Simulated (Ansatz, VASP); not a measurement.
**Two plane-wave programs on Co**

File INCAR:

```
SYSTEM = Co
  PREC = Accurate
  ENCUT = 520
  EDIFF = 1E-7
  ISMEAR = -1
  SIGMA = 0.05
  LREAL = .FALSE.
  LASPH = .TRUE.
  NELM = 150
  ALGO = Normal
  ISIF = 2
  LWAVE = .FALSE.
  LCHARG = .FALSE.
  ISPIN = 2
  MAGMOM = 1.655 1.655
  LORBIT = 11
  LMAXMIX = 4
  NBANDS = 20
```

Contents of KPOINTS:

```
regular mesh
0
G
  13 13 13
  0 0 0
```

POSCAR

```
Co
1.0
    2.7004234380      0.0000000000      0.0000000000
    0.0000000000      2.7004234380      0.0000000000
    0.0000000000      0.0000000000      2.7004234380
Co
2
Direct
    0.0000000000      0.0000000000      0.0000000000
    0.5000000000      0.5000000000      0.5000000000
```

Input for Ansatz:

```yaml
crystal:
  lattice:
    - [2.700423438, 0.0, 0.0]
    - [0.0, 2.700423438, 0.0]
    - [0.0, 0.0, 2.700423438]
  atoms:
    - { symbol: Co, position: [0.0, 0.0, 0.0], spin: 1.655 }
    - { symbol: Co, position: [0.5, 0.5, 0.5], spin: 1.655 }
hamiltonian:
  xc: lda
  pseudopotentials:
    kind: paw
    azcp:
      Co: "pseudopotentials/Co.paw.azcp"
basis:
  ecutwfc: 420
  fft_grid_basis: typed
kpoints:
  mp_grid: { grid: [13, 13, 13], shift: [0, 0, 0] }
magnetization:
  spin_polarized: true
scf:
  occupations: { method: fermi_dirac, width: 0.05 }
  lower_state_search: "off"
output:
  stress: true
  write_density: true
  write_potential: true
  elf: true
  volumetric_format: npy
```

Alike in both runs: task single point; functional LDA; k mesh 13 × 13 × 13; occupations fermi-dirac, width 0.05 eV; collinear spin.

|  | VASP | Ansatz |
| --- | --- | --- |
| version | VASP 6.6.1 | Ansatz 0.2.0 |
| potentials or method | VASP PAW LDA potentials, release 64 (Co), cutoff 520 eV | plane waves (420 eV) with PAW, scalar-relativistic |
| valence electrons in the cell | 18 | 34 |

```csv
,VASP,Ansatz,Ansatz less VASP
pressure (GPa),9.0,10.2,+1.23
net moment per atom (μB),1.61,1.62,+0.014
size of the moment on the site where the two differ most (μB),1.60,1.65,+0.054
```

Ansatz warns that its potentials were made for another functional, while VASP's fit it. LDA's correlation is that of Perdew and Zunger in VASP and of Perdew and Wang (1992) in Ansatz. Site moments also hang on the region over which each program counts them. VASP's potentials hold 18 valence electrons a cell and Ansatz's 34, so a difference there can come from the potentials and not from the codes.
